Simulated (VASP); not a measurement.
# BW16 in VASP: single point with PBE+D3(BJ)

Aim: the single point of BW16 with PBE+D3(BJ).

Everything below comes from runs of VASP 6.6.1. Logs are shortened: lines on timing, memory, paths and dates and some standing lists are left out, and cuts for length are marked.

## 1. The cell of the first run

The cell holds a slab with vacuum, 17 atoms: a = 6.320 Å, b = 5.473 Å, c = 17.703 Å, α = 90.00°, β = 90.00°, γ = 54.74°.

## 2. Single point, PBE+D3(BJ)

INCAR reads:

```
  PREC = Accurate
  ENCUT = 520
  EDIFF = 1E-7
  ISMEAR = 0
  SIGMA = 0.05
  LREAL = Auto
  LASPH = True
  NELM = 100
  ALGO = Normal
  ISIF = 2
  LWAVE = False
  LCHARG = True
  GGA = PE
  IVDW = 12
  LELF = True
  LVHAR = True
  NBANDS = 128
```

KPOINTS reads:

```
regular mesh
0
Gamma
  3 4 1
```

POSCAR reads:

```
BW16
1.0
    6.3200000000      0.0000000000      0.0000000000
    3.1600000000      4.4689150000      0.0000000000
    0.0000000000      0.0000000000     17.7033720000
W B
16 1
Direct
   -0.2499999441      0.4999998881      0.0564864140
    0.2500000559      0.4999998881      0.0564864140
   -0.2500000000      1.0000000000      0.0564864140
    0.2500000000      1.0000000000      0.0564864140
    0.0003649706      0.0010165778      0.1797973290
    0.5007930280      0.0012047667      0.1795786701
    0.0009283865      0.5013239231      0.1796610273
    0.4999860326      0.5019529349      0.1799389969
   -0.2511084467      0.5070792351      0.3069086499
    0.2563513149      0.5007065473      0.3055465930
   -0.2464649726      1.0024473502      0.3067467034
    0.2472145290      1.0067405623      0.3066797670
    0.0010594883      0.0106813399      0.4303677853
    0.4930128114      0.0154326050      0.4336574976
    0.0124412877      0.5035803993      0.4314720947
    0.5063041393      0.5102265315      0.4324583475
    0.7253697038      0.6799185037      0.5128155811
```

Potentials or basis: VASP PAW PBE potentials, release 64 (W_sv, B).

The run is started by

```sh
$ cat potpaw_PBE.64/W_sv/POTCAR potpaw_PBE.64/B/POTCAR > POTCAR
$ mpirun -np 1 vasp_std > vasp.out
```

OUTCAR:

```text
PREC = Accurate
   ENCUT = 520
   EDIFF = 1E-7
   ISMEAR = 0
   LREAL = Auto
   LASPH = True
   NELM = 100
   ISIF = 2
   GGA = PE
   IVDW = 12
 IVDW          = 12

 ion  position               nearest neighbor table
   1  0.750  0.500  0.056-   8 2.69   7 2.70   3 2.74   4 2.74   4 2.74   3 2.74   5 3.12   6 3.13
                             2 3.16   2 3.16
   2  0.250  0.500  0.056-   7 2.69   8 2.70   4 2.74   3 2.74   3 2.74   4 2.74   6 3.12   5 3.13
                             1 3.16   1 3.16
   3  0.750  0.000  0.056-   6 2.69   5 2.70   1 2.74   2 2.74   2 2.74   1 2.74   7 3.12   8 3.13
                             4 3.16   4 3.16
   4  0.250  0.000  0.056-   5 2.69   6 2.70   2 2.74   1 2.74   1 2.74   2 2.74   8 3.12   7 3.13
                             3 3.16   3 3.16
   5  0.000  0.001  0.180-   4 2.69   3 2.70   7 2.73  11 2.73   8 2.73   8 2.74   7 2.74  12 2.75
                             1 3.12   2 3.13  10 3.16   6 3.16   6 3.16   9 3.19
   6  0.501  0.001  0.180-   3 2.69   4 2.70   8 2.74   7 2.74   7 2.74   8 2.74  12 2.75  11 2.76
                             2 3.12   1 3.13  10 3.16   9 3.16   5 3.16   5 3.16
   7  0.001  0.501  0.180-   2 2.69   1 2.70   5 2.73   6 2.74   6 2.74   5 2.74   9 2.75  10 2.75
                             3 3.12   4 3.13  12 3.15   8 3.16   8 3.16  11 3.17
   8  0.500  0.502  0.180-   1 2.69   2 2.70  10 2.71   5 2.73   6 2.74   6 2.74   5 2.74   9 2.75
                             4 3.12   3 3.13   7 3.16   7 3.16  11 3.17  12 3.18
   9  0.749  0.507  0.307-  16 2.69  11 2.73  12 2.73  12 2.74  11 2.75   7 2.75   8 2.75  15 2.76
                            13 3.11  10 3.13   6 3.16  10 3.19   5 3.19  14 3.19
  10  0.256  0.501  0.306-  15 2.71   8 2.71  11 2.72  12 2.74  12 2.74  11 2.75   7 2.75  16 2.76
                             9 3.13  14 3.14   5 3.16   6 3.16  13 3.17   9 3.19
  11  0.754  0.002  0.307-  13 2.71  10 2.72   9 2.73   5 2.73   9 2.75  10 2.75  14 2.76   6 2.76
                            12 3.13  15 3.14   8 3.17   7 3.17  16 3.18  12 3.19
  12  0.247  0.007  0.307-  13 2.68   9 2.73  10 2.74  10 2.74   9 2.74   5 2.75  14 2.75   6 2.75
                            15 3.13  11 3.13  16 3.14   7 3.15   8 3.18  11 3.19
  13  0.001  0.011  0.430-  12 2.68  11 2.71  16 2.72  15 2.73  15 2.74  16 2.76   9 3.11  14 3.12
                            10 3.17  14 3.20
  14  0.493  0.015  0.434-  17 2.09  15 2.64  16 2.72  12 2.75  16 2.76  11 2.76  15 2.83  13 3.12
                            10 3.14   9 3.19  13 3.20
  15  0.012  0.504  0.431-  17 2.07  14 2.64  10 2.71  13 2.73  13 2.74   9 2.76  14 2.83  12 3.13
                            11 3.14  16 3.14  16 3.18
  16  0.506  0.510  0.432-  17 2.51   9 2.69  13 2.72  14 2.72  13 2.76  14 2.76  10 2.76  15 3.14
                            12 3.14  15 3.18  11 3.18
  17  0.725  0.680  0.513-  15 2.07  14 2.09  16 2.51

  LATTYP: Found a base centered orthorhombic cell.
 ALAT       =     6.3200000000
 B/A-ratio  =     1.4142136076
 C/A-ratio  =     2.8011664557

  Lattice vectors:

 A1 = (   3.1600000000,  -4.4689150000,   0.0000000000)
 A2 = (   3.1600000000,   4.4689150000,   0.0000000000)
 A3 = (   0.0000000000,   0.0000000000,  17.7033720000)

Analysis of symmetry for initial positions (statically):
=====================================================================
 Subroutine PRICEL returns:
 Original cell was already a primitive cell.

 Routine SETGRP: Setting up the symmetry group for a
 base centered orthorhombic supercell.

 Subroutine GETGRP returns: Found  1 space group operations
 (whereof  1 operations were pure point group operations)
 out of a pool of  8 trial point group operations.

The static configuration has the point symmetry C_1 .

Analysis of symmetry for dynamics (positions and initial velocities):
=====================================================================
 Subroutine PRICEL returns:
 Original cell was already a primitive cell.

 Routine SETGRP: Setting up the symmetry group for a
 base centered orthorhombic supercell.

 Subroutine GETGRP returns: Found  1 space group operations
 (whereof  1 operations were pure point group operations)
 out of a pool of  8 trial point group operations.

The dynamic configuration has the point symmetry C_1 .

 Subroutine INISYM returns: Found  1 space group operations
 (whereof  1 operations are pure point group operations),
 and found     1 'primitive' translations

----------------------------------------------------------------------------------------

                                     Primitive cell

  volume of cell :     500.0059

  direct lattice vectors                    reciprocal lattice vectors
     6.320000000  0.000000000  0.000000000     0.158227848 -0.111883981  0.000000000
     3.160000000  4.468915000  0.000000000     0.000000000  0.223767962  0.000000000
     0.000000000  0.000000000 17.703372000     0.000000000  0.000000000  0.056486414

  length of vectors
[... 57 lines left out ...]
     0.064596248  0.055941990  0.056486414

  Shift w.r.t. Gamma in fractional coordinates (k-lattice)
     0.000000000  0.000000000  0.000000000

 WARNING: IBZKPT: internal override: KBLOWUP is changed to .FALSE.
      ... skipping the blow-up phase ...

 Subroutine IBZKPT returns following result:
 ===========================================

 Found      7 irreducible k-points:

 Following reciprocal coordinates:
            Coordinates               Weight
  0.000000  0.000000  0.000000      1.000000
  0.333333  0.000000  0.000000      2.000000
  0.000000  0.250000  0.000000      2.000000
  0.333333  0.250000  0.000000      2.000000
 -0.333333  0.250000  0.000000      2.000000
  0.000000  0.500000  0.000000      1.000000
  0.333333  0.500000  0.000000      2.000000
   k-points           NKPTS =      7   k-points in BZ     NKDIM =      7   number of bands    NBANDS=    128
   number of dos      NEDOS =    301   number of ions     NIONS =     17
   total plane-waves  NPLWV = 282240
   dimension x,y,z NGX =    48 NGY =   42 NGZ =  140
   dimension x,y,z NGXF=    96 NGYF=   84 NGZF=  280
   ions per type =              16   1
   NGX,Y,Z   is equivalent  to a cutoff of  12.63, 12.76, 13.15 a.u.
   NGXF,Y,Z  is equivalent  to a cutoff of  25.25, 25.51, 26.29 a.u.
 SYSTEM =  unknown system
   PREC   = accura    normal or accurate (medium, high low for compatibility)
   ISTART =      0    job   : 0-new  1-cont  2-samecut
   ICHARG =      2    charge: 1-file 2-atom 10-const
   ISPIN  =      1    spin polarized calculation?
   LNONCOLLINEAR =      F non collinear calculations
   LSORBIT =      F    spin-orbit coupling
   LASPH  =      T    aspherical Exc in radial PAW
   ENCUT  =  520.0 eV  38.22 Ry    6.18 a.u.  11.75 10.18 32.92*2*pi/ulx,y,z
   NELM   =    100;   NELMIN=  2; NELMDL= -5     # of ELM steps
   EDIFF  = 0.1E-06   stopping-criterion for ELM
   LREAL  =      T    real-space projection
   EDIFFG = 0.1E-05   stopping-criterion for IOM
   NSW    =      0    number of steps for IOM
   IBRION =     -1    ionic relax: 0-MD 1-quasi-New 2-CG
   NFREE  =      0    steps in history (QN), initial steepest desc. (CG)
   ISIF   =      2    stress and relaxation
   ISYM   =      2    0-nonsym 1-usesym 2-fastsym
   POTIM  = 0.5000    time-step for ionic-motion
   TEBEG  =    0.0;   TEEND  =   0.0 temperature during run
   PSTRESS=    0.0 pullay stress
   NELECT =     227.0000    total number of electrons
   NUPDOWN=      -1.0000    fix difference up-down
   EMIN   =  10.00;   EMAX   =-10.00  energy-range for DOS
   EFERMI =   0.00;   METHOD = LEGACY
   ISMEAR =     0;   SIGMA  =   0.05  broadening in eV -4-tet -1-fermi 0-gaus
   EFERMI_NEDOS =   21; number of points for ismear=-14 and -15
   IALGO  =     38    algorithm
   IMIX   =      4    mixing-type and parameters
     AMIX     =   0.40;   BMIX     =  1.00
     AMIX_MAG =   1.60;   BMIX_MAG =  1.00
  volume/ion in A,a.u.               =      29.41       198.48
  Fermi-wavevector in a.u.,A,eV,Ry     =   1.258225  2.377701 21.539802  1.583131
  Thomas-Fermi vector in A             =   2.391845
   LORBIT       =      0    0 simple, 1 ext, 2 COOP (PROOUT), +10 PAW based schemes
   GGA     = PE    functional components
   LHFCALC =     F    Hartree Fock is set to
   AEXX    =    0.0000 exact exchange contribution
   IVDW    =    12    specifies the selected vdW correction
   LEPSILON=     F    determine dielectric tensor
   LRPA    =     F    only Hartree local field effects (RPA)
 non-spin polarized calculation
 Gauss-broadening in eV      SIGMA  =   0.05
  energy-cutoff  :      520.00
  volume of cell :      500.01
 maximum number of plane-waves:     13480
   NGX = 23   NGY = 21   NGZ = 65

 number of electron     227.0000009 magnetization

 Free energy of the ion-electron system (eV)
  ---------------------------------------------------
  ext. energy  EPLUGINS =         0.00000000
  ---------------------------------------------------
  free energy    TOTEN  =      -201.87093722 eV

  energy without entropy =     -201.85886301  energy(sigma->0) =     -201.86490011

 E-fermi :   3.5302     XC(G=0):  -8.2294

 val. band max:        3.5182035129   @ k =   0.0000   0.5000   0.0000
 cond. band min:       3.5403564030   @ k =   0.3333   0.0000   0.0000
 fundamental gap:      0.0221528901
 Fermi energy:         3.5301812002

 k-point     1 :       0.0000    0.0000    0.0000
  band No.  band energies     occupation
      1     -70.6148      2.00000
      2     -70.5672      2.00000
      3     -70.5208      2.00000
      4     -70.5173      2.00000
      5     -70.5103      2.00000
      6     -70.4857      2.00000
[... 885 lines left out ...]
    124       4.6322      0.00000
    125       4.8022      0.00000
 [bands above 125 left out]

------------------------ aborting loop because EDIFF is reached ----------------------------------------

 Edisp (eV)   -8.30607

 E8    (eV) :    -4.3605

  FORCE on cell =-STRESS in cart. coord.  units (eV):
  Direction    XX          YY          ZZ          XY          YZ          ZX
  --------------------------------------------------------------------------------------
  -------------------------------------------------------------------------------------
  Total     -15.34747    -8.80346    -0.74145    -1.19049    -2.20011    -2.78349
  in kB     -49.17816   -28.20907    -2.37584    -3.81470    -7.04986    -8.91917
  external pressure =      -26.59 kB  Pullay stress =        0.00 kB

 VOLUME and BASIS-vectors are now :
 -----------------------------------------------------------------------------
  energy-cutoff  :      520.00
  volume of cell :      500.01
      direct lattice vectors                 reciprocal lattice vectors
     6.320000000  0.000000000  0.000000000     0.158227848 -0.111883981  0.000000000
     3.160000000  4.468915000  0.000000000     0.000000000  0.223767962  0.000000000
     0.000000000  0.000000000 17.703372000     0.000000000  0.000000000  0.056486414

 POSITION                                       TOTAL-FORCE (eV/Angst)
 -----------------------------------------------------------------------------------
      6.32000      2.23446      1.00000         0.060860     -0.000626     -0.033308
      3.16000      2.23446      1.00000         0.028471      0.070703      0.007145
      4.74000      0.00000      1.00000        -0.005566      0.064739      0.041333
      1.58000      0.00000      1.00000         0.028159     -0.055496     -0.064607
      0.00552      0.00454      3.18302         0.011155      0.015562      0.005079
      3.16882      0.00538      3.17915         0.016267      0.009970      0.009936
[... 9 lines left out ...]
      4.81216      2.28016      7.65597         0.134804      0.102293      0.080362
      6.73288      3.03850      9.07856        -0.876667     -0.719018     -0.161932
 -----------------------------------------------------------------------------------
    total drift:                                0.002725     -0.005494      0.007698

  FREE ENERGIE OF THE ION-ELECTRON SYSTEM (eV)
  ---------------------------------------------------
  free  energy   TOTEN  =      -210.1770045072 eV

  energy  without entropy=     -210.1649302986  energy(sigma->0) =     -210.17096740
```

It took 24 min on 1 thread of AMD EPYC 7R13 (Zen 3), shared host; peak memory 0.71 GiB.

Results:

| Property | Result |
| --- | --- |
| Free energy | -210.1770 eV |
| Largest force | 1.145 eV/Å |
| Band gap on the k mesh | zero (an odd number of electrons rules out a gap without spin polarisation) |
| Dispersion energy per atom | -0.489 eV |

Forces in eV/Å, atoms in the order of the input:
```
W    0.061 -0.001 -0.033
W    0.028  0.071  0.007
W   -0.006  0.065  0.041
W    0.028 -0.055 -0.065
W    0.011  0.016  0.005
W    0.016  0.010  0.010
W    0.026  0.018  0.010
W    0.017  0.014  0.007
W    0.064  0.045  0.014
W    0.041  0.042 -0.010
W    0.035  0.053  0.011
W    0.070  0.031  0.029
W    0.114  0.115  0.001
W    0.121  0.092  0.075
W    0.115  0.101 -0.022
W    0.135  0.102  0.080
B   -0.877 -0.719 -0.162
```

Levels at points of the mesh, in eV from the Fermi level:
```
           k point  band 110  band 111  band 112  band 113  band 114  band 115  band 116  band 117
(0.00, 0.00, 0.00)      0.46      0.57      0.72      0.74      0.83      0.93      1.04      1.30
(0.00, 0.50, 0.00)     -0.83     -0.77     -0.75     -0.61     -0.57     -0.56     -0.41     -0.11
```

Caveat: spin-orbit coupling is left out, which moves the levels of the heavy elements.
